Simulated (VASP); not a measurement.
# Co (P6_3/mmc) in VASP: electric field gradients with PBE

Aim: the electric field gradients of Co with PBE.

Everything below comes from runs of VASP 6.6.1. Logs are shortened: lines on timing, memory, paths and dates and some standing lists are left out, and cuts for length are marked.

## (1) The cell of the first run

Symmetry: P6_3/mmc, No. 194, hexagonal system. Conventional cell: a = 2.507 Å, b = 2.507 Å, c = 4.070 Å, α = 90.00°, β = 90.00°, γ = 120.00°. Co (site symmetry -6m2) has 12 Co at 2.50 to 2.51 Å within 3.3 Å.

## (2) Electric field gradients, PBE, collinear spin, ferromagnetic start

File INCAR:

```
SYSTEM = Co
ALGO = Fast ; EDIFF = 1E-8
ENCUT = 520 ; GGA = PE
ISIF = 2 ; ISMEAR = 0
ISPIN = 2 ; LASPH = .True.
LCHARG = .False. ; LEFG = .True.
LMAXMIX = 4 ; LORBIT = 11
LREAL = .False. ; LWAVE = .False.
MAGMOM = 1.85 1.85 ; NBANDS = 20
NELM = 150 ; PREC = Accurate
SIGMA = 0.05
```

File KPOINTS:

```
k-points
0
Gamma
  20 20 12
  0 0 0
```

File POSCAR:

```
Co
1.0
    2.5074000000      0.0000000000      0.0000000000
   -1.2537000000      2.1714720974      0.0000000000
    0.0000000000      0.0000000000      4.0699000000
Co
2
Direct
    0.3333333333      0.6666666667      0.2500000000
    0.6666666667      0.3333333333      0.7500000000
```

Potentials or basis: VASP PAW PBE potentials, release 64 (Co).

On the command line:

```bash
$ cat potpaw_PBE.64/Co/POTCAR > POTCAR
$ mpirun -np 1 vasp_std > vasp.out
```

OUTCAR:

```text
SYSTEM = Co
   EDIFF = 1E-8
   ENCUT = 520
   GGA = PE
   ISIF = 2
   ISMEAR = 0
   ISPIN = 2
   LASPH = .True.
   LORBIT = 11
   LREAL = .False.
   NELM = 150
   PREC = Accurate

 ion  position               nearest neighbor table
   1  0.333  0.667  0.250-   2 2.50   2 2.50   2 2.50   2 2.50   2 2.50   2 2.50
   2  0.667  0.333  0.750-   1 2.50   1 2.50   1 2.50   1 2.50   1 2.50   1 2.50

  LATTYP: Found a hexagonal cell.
 ALAT       =     2.5074000000
 C/A-ratio  =     1.6231554598

  Lattice vectors:

 A1 = (   2.5074000000,   0.0000000000,   0.0000000000)
 A2 = (  -1.2537000000,   2.1714720974,   0.0000000000)
 A3 = (   0.0000000000,   0.0000000000,   4.0699000000)

Analysis of symmetry for initial positions (statically):
=====================================================================
 Subroutine PRICEL returns:
 Original cell was already a primitive cell.

 Routine SETGRP: Setting up the symmetry group for a
 hexagonal supercell.

 Subroutine GETGRP returns: Found 24 space group operations
 (whereof 12 operations were pure point group operations)
 out of a pool of 24 trial point group operations.

The static configuration has the point symmetry D_3d.
 The point group associated with its full space group is D_6h.

Analysis of symmetry for dynamics (positions and initial velocities):
=====================================================================
 Subroutine PRICEL returns:
 Original cell was already a primitive cell.

 Routine SETGRP: Setting up the symmetry group for a
 hexagonal supercell.

 Subroutine GETGRP returns: Found 24 space group operations
 (whereof 12 operations were pure point group operations)
 out of a pool of 24 trial point group operations.

The dynamic configuration has the point symmetry D_3d.
 The point group associated with its full space group is D_6h.

Analysis of structural, dynamic, and magnetic symmetry:
=====================================================================
 Subroutine PRICEL returns:
 Original cell was already a primitive cell.

 Routine SETGRP: Setting up the symmetry group for a
 hexagonal supercell.

[... 171 lines left out ...]
      6       7.7063      1.00000
[... 541 lines left out ...]
     19      33.8867      0.00000
     20      34.8704      0.00000

 [... further k-points ...]

 spin component 2

 k-point     1 :       0.0000    0.0000    0.0000
  band No.  band energies     occupation
      1       1.1654      1.00000
      2       5.8689      1.00000
      3       8.9963      1.00000
      4       9.0475      1.00000
      5       9.0475      1.00000
      6       9.3964      1.00000
[... 541 lines left out ...]
     19      34.1871      0.00000
     20      35.2177      0.00000

 [... further k-points ...]

------------------------ aborting loop because EDIFF is reached ----------------------------------------

  FORCE on cell =-STRESS in cart. coord.  units (eV):
  Direction    XX          YY          ZZ          XY          YZ          ZX
  --------------------------------------------------------------------------------------
  -------------------------------------------------------------------------------------
  Total       -0.6209355     -0.6209355     -0.7907122      0.0000000     -0.0000000      0.0000000
  in kB      -44.8947373    -44.8947373    -57.1698964      0.0000000     -0.0000000      0.0000000
  external PRESSURE =     -48.9864570 kB  Pullay stress =       0.0000000 kB

 VOLUME and BASIS-vectors are now :
 -----------------------------------------------------------------------------
  energy-cutoff  :      520.00
  volume of cell :       22.16
      direct lattice vectors                 reciprocal lattice vectors
     2.507400000  0.000000000  0.000000000     0.398819494  0.230258542  0.000000000
    -1.253700000  2.171472097  0.000000000     0.000000000  0.460517085  0.000000000
     0.000000000  0.000000000  4.069900000     0.000000000  0.000000000  0.245706283

 POSITION                                       TOTAL-FORCE (eV/Angst)
 -----------------------------------------------------------------------------------
     -0.00000      1.44765      1.01747         0.000000     -0.000000      0.000000
      1.25370      0.72382      3.05242        -0.000000      0.000000      0.000000
 -----------------------------------------------------------------------------------
    total drift:                                0.000000      0.000000     -0.000000

  FREE ENERGIE OF THE ION-ELECTRON SYSTEM (eV)
  ---------------------------------------------------
  free  energy   TOTEN  =       -14.0645417659 eV

  energy  without entropy=      -14.0619167057  energy(sigma->0) =      -14.06322924

 Electric field gradients (V/A^2)
---------------------------------------------------------------------
 ion       V_xx      V_yy      V_zz      V_xy      V_xz      V_yz
---------------------------------------------------------------------
   1       1.229     1.228    -2.457    -0.001     0.000    -0.000
   2       1.229     1.228    -2.457    -0.001    -0.000     0.000
---------------------------------------------------------------------

 Electric field gradients after diagonalization (V/A^2)
 (convention: |V_zz| > |V_xx| > |V_yy|)
----------------------------------------------------------------------
 ion       V_xx      V_yy      V_zz     asymmetry (V_yy - V_xx)/ V_zz
----------------------------------------------------------------------
   1       1.230     1.228    -2.457       0.001
   2       1.230     1.228    -2.457       0.001
----------------------------------------------------------------------

           NMR quadrupolar parameters

 Cq : quadrupolar parameter    Cq=e*Q*V_zz/h
 eta: asymmetry parameters     (V_yy - V_xx)/ V_zz
 Q  : nuclear electric quadrupole moment in mb (millibarn)
----------------------------------------------------------------------
 ion       Cq(MHz)       eta       Q (mb)
----------------------------------------------------------------------
   1      -0.006       0.001       1.000
   2      -0.006       0.001       1.000
----------------------------------------------------------------------

 total charge

# of ion       s       p       d       tot
------------------------------------------
    1        0.480   0.502   7.251   8.233
    2        0.480   0.502   7.251   8.233
--------------------------------------------------
tot          0.959   1.004  14.503  16.466

 magnetization (x)

# of ion       s       p       d       tot
------------------------------------------
    1       -0.015  -0.054   1.705   1.636
    2       -0.015  -0.054   1.705   1.636
--------------------------------------------------
tot         -0.030  -0.108   3.409   3.271
```

OSZICAR:

```text
N       E                     dE             d eps       ncg     rms          rms(c)
DAV:   1     0.850307744254E+02    0.85031E+02   -0.78829E+03 25828   0.118E+03
DAV:   2    -0.116652610380E+02   -0.96696E+02   -0.87006E+02 25040   0.215E+02
DAV:   3    -0.161082741216E+02   -0.44430E+01   -0.42486E+01 27732   0.561E+01
DAV:   4    -0.161746439484E+02   -0.66370E-01   -0.66313E-01 29976   0.603E+00
[... 11 lines left out ...]
RMM:  16    -0.140645417173E+02   -0.10601E-07   -0.19180E-07 36896   0.256E-03    0.105E-03
RMM:  17    -0.140645417415E+02   -0.24272E-07   -0.31089E-08 25526   0.960E-04    0.723E-04
RMM:  18    -0.140645417823E+02   -0.40720E-07   -0.69295E-09 18241   0.642E-04    0.263E-04
RMM:  19    -0.140645417658E+02    0.16480E-07   -0.33410E-09 17176   0.453E-04    0.646E-05
RMM:  20    -0.140645417659E+02   -0.93678E-10   -0.17877E-09 16432   0.363E-04
   1 F= -.14064542E+02 E0= -.14063229E+02  d E =-.262506E-02  mag=     3.2218
```

stdout:

```text
POSCAR found type information on POSCAR Co
 POSCAR found :  1 types and       2 ions
[... 56 lines left out ...]
 num prob  num prob  num prob  num prob  num prob  num prob WARNING in EDDRMM: call to ZHEGV failed, returncode =   6  3     20
 num prob  num prob  num prob  num prob  num prob  num prob  num prob  num prob  num prob  num prob  num prob  num prob  num prob  num prob  num prob  num prob  num prob  num prob  num prob  num prob  num prob  num prob  num prob  nu
```

Wall time 4.8 min (1 thread of Oxide Virtual Turin-like, shared host); peak memory 0.26 GiB.

What came out:

| Property | Result |
| --- | --- |
| Free energy | -14.0645 eV |
| Pressure | -4.9 GPa |
| Net moment | 3.22 μB per cell |
| Site moments | Co +1.64 μB |
| Valence electrons inside the program's atomic spheres | Co 8.23 |

Levels at points of the mesh, in eV from the Fermi level:
Spin up:
```tsv
k point	band 7	band 8	band 9	band 10	band 11	band 12	band 13	band 14	band 15	band 16
(0.00, 0.00, 0.00)	-2.26	-1.91	-1.91	-0.86	-0.86	-0.10	6.12	21.85	24.24	24.24
(0.50, 0.00, 0.00)	-2.17	-0.72	-0.65	-0.58	1.26	3.22	9.50	10.12	12.52	13.66
(0.00, 0.00, 0.50)	-2.62	-2.62	-1.16	-1.16	-1.16	-1.16	14.69	14.69	22.56	22.56
(0.50, 0.00, 0.50)	-1.07	-1.07	-0.63	-0.63	1.57	1.57	7.08	7.08	18.10	18.10
```
Spin down:
| k point | band 5 | band 6 | band 7 | band 8 | band 9 | band 10 |
| --- | --- | --- | --- | --- | --- | --- |
| (0.00, 0.00, 0.00) | -0.92 | -0.57 | -0.57 | -0.18 | -0.14 | -0.14 |
| (0.50, 0.00, 0.00) | -1.05 | -1.00 | -0.60 | 1.16 | 1.27 | 1.32 |
| (0.00, 0.00, 0.50) | -0.97 | -0.97 | -0.97 | -0.97 | 0.70 | 0.70 |
| (0.50, 0.00, 0.50) | -0.04 | -0.04 | 0.25 | 0.25 | 1.25 | 1.25 |

Electric field gradients, principal values (V/Å²):
| atom | least | middle | greatest (by size) |
| --- | --- | --- | --- |
| 1 Co | 1.228 | 1.230 | -2.457 |
| 2 Co | 1.228 | 1.230 | -2.457 |

Caveat: without QUAD_EFG the Cq values of the log hold for a quadrupole moment of 1 mb, not for the nuclei.
